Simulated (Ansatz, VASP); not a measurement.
## ZnS: VASP beside Ansatz

```
CELL_PARAMETERS angstrom
3.84549 0.00000 0.00000
-1.92275 3.33029 0.00000
0.00000 0.00000 6.27381
ATOMIC_POSITIONS crystal
Zn 0.33333 0.66667 0.00522
Zn 0.66667 0.33333 0.50522
S 0.33333 0.66667 0.37978
S 0.66667 0.33333 0.87978
```

Change from the starting cell: strain -0.0050 x Voigt [0, 0, 1, 0, 0, 0], atoms carried along.

Alike in both runs: task single point; functional PBE; k mesh 12 × 12 × 4; occupations gaussian, width 0.05 eV; no spin polarisation.

|  | VASP | Ansatz |
| --- | --- | --- |
| version | VASP 6.6.1 | Ansatz 0.2.0 |
| potentials or method | VASP PAW PBE potentials, release 64 (Zn, S), cutoff 520 eV | scalar-relativistic, plane waves, PAW |
| valence electrons in the cell | 36 | 36 |

|  | VASP | Ansatz | Ansatz less VASP |
| --- | --- | --- | --- |
| gap on the k mesh at the Fermi level (eV) | 2.11 | 2.11 | -0.004 |
| least direct gap on the mesh (eV) | 2.11 | 2.11 | -0.004 |
| pressure (GPa) | 0.5 | 0.3 | -0.14 |
| traceless stress, the component that is largest in VASP (GPa) | 0.46 | 0.45 | -0.001 |
| rms of the force components (eV/Å) | 0.016 | 0.016 | 0.0000 |

Atom by atom the forces differ by 0.000 eV/Å (rms over components). With one functional, cell and mesh, what is left measures potentials, basis and numerics.
